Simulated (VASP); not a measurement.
# Al8H in VASP: notebook, part 2 of 2

VASP 6.6.1.

## 3. Single point, PBEsol

INCAR reads:

```
  ALGO = Normal
  DIPOL = 0.5 0.5 0.500
  EDIFF = 1E-7
  ENCUT = 520
  GGA = PS
  IDIPOL = 3
  ISIF = 2
  ISMEAR = 0
  LASPH = T
  LCHARG = T
  LDIPOL = T
  LELF = T
  LREAL = F
  LVACPOTAV = T
  LVHAR = T
  LWAVE = F
  NBANDS = 22
  NELM = 60
  PREC = Accurate
  SIGMA = 0.1
```

KPOINTS reads:

```
k-points
0
Gamma
  12 12 1
```

POSCAR reads:

```
Al8H
1.0
    2.8362844922      0.0000000000      0.0000000000
   -1.4181422461      2.4562944226      0.0000000000
    0.0000000000      0.0000000000     35.3137615421
Al H
8 1
Direct
    0.3333333334      0.6666666667      0.2406993656
    0.0000000000      0.0000000000      0.3066945262
    0.6666666666      0.3333333333      0.3726896867
    0.0000000000      0.0000000000      0.4386848473
    0.3396430808      0.6792861616      0.5038427386
    0.0120337075      0.0240674150      0.5699792633
    0.6834263300      0.3668526601      0.6367488460
    0.0189664749      0.0379329499      0.7000804829
    0.3515728135      0.7031456270      0.7284684938
```

Potentials or basis: VASP PAW PBE potentials, release 64 (Al, H).

The run is started by

```bash
> cat potpaw_PBE.64/Al/POTCAR potpaw_PBE.64/H/POTCAR > POTCAR
> mpirun -np 1 vasp_std > vasp.out
```

OUTCAR:

```text
EDIFF = 1E-7
   ENCUT = 520
   GGA = PS
   ISIF = 2
   ISMEAR = 0
   LASPH = T
   LREAL = F
   NELM = 60
   PREC = Accurate

 ion  position               nearest neighbor table
   1  0.333  0.667  0.241-   2 2.85   2 2.85   2 2.85
   2  0.000  0.000  0.307-   3 2.85   3 2.85   3 2.85   1 2.85   1 2.85   1 2.85
   3  0.667  0.333  0.373-   2 2.85   2 2.85   2 2.85   4 2.85   4 2.85   4 2.85
   4  0.000  0.000  0.439-   5 2.82   5 2.82   5 2.84   3 2.85   3 2.85   3 2.85
   5  0.340  0.679  0.504-   4 2.82   4 2.82   6 2.84   4 2.84   6 2.86   6 2.86
   6  0.012  0.024  0.570-   5 2.84   7 2.86   5 2.86   5 2.86   7 2.88   7 2.88
   7  0.683  0.367  0.637-   8 2.77   8 2.77   8 2.78   6 2.86   6 2.88   6 2.88
   8  0.019  0.038  0.700-   9 1.92   9 1.92   9 1.92   7 2.77   7 2.77   7 2.78
   9  0.352  0.703  0.728-   8 1.92   8 1.92   8 1.92

  LATTYP: Found a hexagonal cell.
 ALAT       =     2.8362844922
 C/A-ratio  =    12.4507120633

  Lattice vectors:

 A1 = (   2.8362844922,   0.0000000000,   0.0000000000)
 A2 = (  -1.4181422461,   2.4562944226,   0.0000000000)
 A3 = (   0.0000000000,   0.0000000000,  35.3137615421)

Analysis of symmetry for initial positions (statically):
=====================================================================
 Subroutine PRICEL returns:
 Original cell was already a primitive cell.

 Routine SETGRP: Setting up the symmetry group for a
 hexagonal supercell.

 Subroutine GETGRP returns: Found  2 space group operations
 (whereof  2 operations were pure point group operations)
 out of a pool of 24 trial point group operations.

The static configuration has the point symmetry C_1h.

Analysis of symmetry for dynamics (positions and initial velocities):
=====================================================================
 Subroutine PRICEL returns:
 Original cell was already a primitive cell.

 Routine SETGRP: Setting up the symmetry group for a
 hexagonal supercell.

 Subroutine GETGRP returns: Found  2 space group operations
 (whereof  2 operations were pure point group operations)
[... 143 lines left out ...]
   AEXX    =    0.0000 exact exchange contribution
   IVDW    =     0    specifies the selected vdW correction
   LEPSILON=     F    determine dielectric tensor
   LRPA    =     F    only Hartree local field effects (RPA)
 non-spin polarized calculation
 Gauss-broadening in eV      SIGMA  =   0.10
  energy-cutoff  :      520.00
  volume of cell :      246.02
 maximum number of plane-waves:      6671
 NGX is ok and might be reduce to    24
   NGX = 11   NGY = 11   NGZ =131

 dipolmoment           0.000000      0.000000      0.011202 electrons x Angstroem

 number of electron      25.0000000 magnetization

 dipolmoment           0.000000      0.000000     -0.012613 electrons x Angstroem

 Free energy of the ion-electron system (eV)
  ---------------------------------------------------
  ext. energy  EPLUGINS =         0.00000000
  ---------------------------------------------------
  free energy    TOTEN  =       -34.92553122 eV

  energy without entropy =      -34.90300787  energy(sigma->0) =      -34.91426955

 E-fermi :   2.5386     XC(G=0):  -6.0705

 val. band max:        2.5101074905   @ k =  -0.0833   0.5000   0.0000
 cond. band min:       2.5411992702   @ k =   0.4167   0.3333   0.0000
 fundamental gap:      0.0310917797
 Fermi energy:         2.5385988751

 k-point     1 :       0.0000    0.0000    0.0000
  band No.  band energies     occupation
      1      -8.8818      2.00000
      2      -8.5324      2.00000
      3      -8.1063      2.00000
      4      -7.4941      2.00000
      5      -6.7082      2.00000
      6      -5.7565      2.00000
[... 589 lines left out ...]
     21       6.6716      0.00000
     22       6.8860      0.00000

 [... further k-points ...]
[... 5 lines left out ...]
  --------------------------------------------------------------------------------------
  -------------------------------------------------------------------------------------
  Total       -0.4446870     -0.4557059      0.0538824      0.0000000     -0.0803425      0.0000000
  in kB       -2.8959485     -2.9677073      0.3509000      0.0000000     -0.5232166      0.0000000
  external PRESSURE =      -1.8375852 kB  Pullay stress =       0.0000000 kB

 VOLUME and BASIS-vectors are now :
 -----------------------------------------------------------------------------
  energy-cutoff  :      520.00
  volume of cell :      246.02
      direct lattice vectors                 reciprocal lattice vectors
     2.836284492  0.000000000  0.000000000     0.352573941  0.203558659  0.000000000
    -1.418142246  2.456294423  0.000000000     0.000000000  0.407117319  0.000000000
     0.000000000  0.000000000 35.313761542     0.000000000  0.000000000  0.028317572

 POSITION                                       TOTAL-FORCE (eV/Angst)
 -----------------------------------------------------------------------------------
      0.00000      1.63753      8.50000         0.000000     -0.001240     -0.042414
      0.00000      0.00000     10.83054         0.000000      0.000439      0.064300
      1.41814      0.81876     13.16107         0.000000      0.001853     -0.024934
      0.00000      0.00000     15.49161         0.000000      0.013827      0.003554
      0.00000      1.66853     17.79258        -0.000000     -0.004256      0.002144
      0.00000      0.05912     20.12811         0.000000     -0.000975      0.000934
      1.41814      0.90110     22.48600        -0.000000     -0.006170     -0.014496
     -0.00000      0.09317     24.72248         0.000000     -0.010198      0.009308
      0.00000      1.72713     25.72496         0.000000      0.006720      0.001604
 -----------------------------------------------------------------------------------
    total drift:                               -0.000000      0.000017      0.000583

  FREE ENERGIE OF THE ION-ELECTRON SYSTEM (eV)
  ---------------------------------------------------
  free  energy   TOTEN  =       -34.9255312215 eV

  energy  without entropy=      -34.9030078734  energy(sigma->0) =      -34.91426955

 vacuum level on the upper side and lower side of the slab         6.330         6.669
```

OSZICAR:

```text
N       E                     dE             d eps       ncg     rms          rms(c)
DAV:   1     0.568056299481E+02    0.56806E+02   -0.81486E+03  1892   0.827E+02
DAV:   2    -0.312489782350E+02   -0.88055E+02   -0.83224E+02  2530   0.139E+02
DAV:   3    -0.357224708802E+02   -0.44735E+01   -0.43219E+01  2654   0.297E+01
[... 18 lines left out ...]
DAV:  22    -0.349255170757E+02   -0.30170E-04   -0.10576E-05  2444   0.109E-02    0.629E-03
DAV:  23    -0.349255275082E+02   -0.10433E-04   -0.37564E-06  2444   0.626E-03    0.313E-03
DAV:  24    -0.349255309074E+02   -0.33992E-05   -0.29191E-07  1990   0.255E-03    0.278E-03
DAV:  25    -0.349255312213E+02   -0.31395E-06   -0.24630E-08  1570   0.983E-04    0.280E-03
DAV:  26    -0.349255312215E+02   -0.18997E-09   -0.73281E-09  1452   0.569E-04
   1 F= -.34925531E+02 E0= -.34914270E+02  d E =-.225233E-01
```

stdout:

```text
POSCAR found type information on POSCAR AlH
 POSCAR found :  2 types and       9 ions
 scaLAPACK will be used
 -----------------------------------------------------------------------------
|                                                                             |
[... 23 lines left out ...]
|     field-free region was found. Please increase the size of  your cell     |
|     in the dimension of the dipole correction to obtain accurate            |
|     workfunction values.                                                    |
|                                                                             |
 -----------------------------------------------------------------------------
```

Wall time 4 min (1 thread of Intel Xeon 6975P-C (Granite Rapids), shared host); peak memory 0.47 GiB.

What came out:

- Free energy: -34.9255 eV
- Largest force: 0.064 eV/Å

Forces on the atoms (eV/Å):
```
Al   0.000 -0.001 -0.042
Al   0.000  0.000  0.064
Al   0.000  0.002 -0.025
Al   0.000  0.014  0.004
Al   0.000 -0.004  0.002
Al   0.000 -0.001  0.001
Al   0.000 -0.006 -0.014
Al   0.000 -0.010  0.009
H    0.000  0.007  0.002
```

Caveat: the PAW data sets were made with another functional, which shifts forces and pressure a little.
